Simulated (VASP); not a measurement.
A run of VASP 6.6.1 is set up as follows.

File INCAR:

```
PREC = Accurate
ENCUT = 520
EDIFF = 1E-6
ISMEAR = -1
SIGMA = 0.1
LREAL = F
LASPH = T
NELM = 80
ALGO = Normal
ISIF = 2
LWAVE = F
LCHARG = F
GGA = RP
NBANDS = 22
```

The input KPOINTS:

```
Automatic mesh
0
Gamma
  7 7 9
```

POSCAR

```
Ca
1.0
    6.4710443290      0.0000000000      0.0000000000
   -3.2355221645      5.6040887780      0.0000000000
    0.0000000000      0.0000000000      3.8702488247
Ca
3
Direct
    0.0000000000      0.0000000000      0.0000000000
    0.3333333333      0.6666666667      0.5000000000
    0.6666666667      0.3333333333      0.5000000000
```

Potentials or basis: VASP PAW PBE potentials, release 64 (Ca_sv).

Command:

```bash
$ cat potpaw_PBE.64/Ca_sv/POTCAR > POTCAR
$ mpirun -np 1 vasp_std > vasp.out
```

Predict the pressure.

-0.6 GPa.

Predict the band gap on the k mesh.

zero (bands 15 and 16 overlap by 0.49 eV).

Caveat: the PAW data sets were made with another functional, which shifts forces and pressure a little.
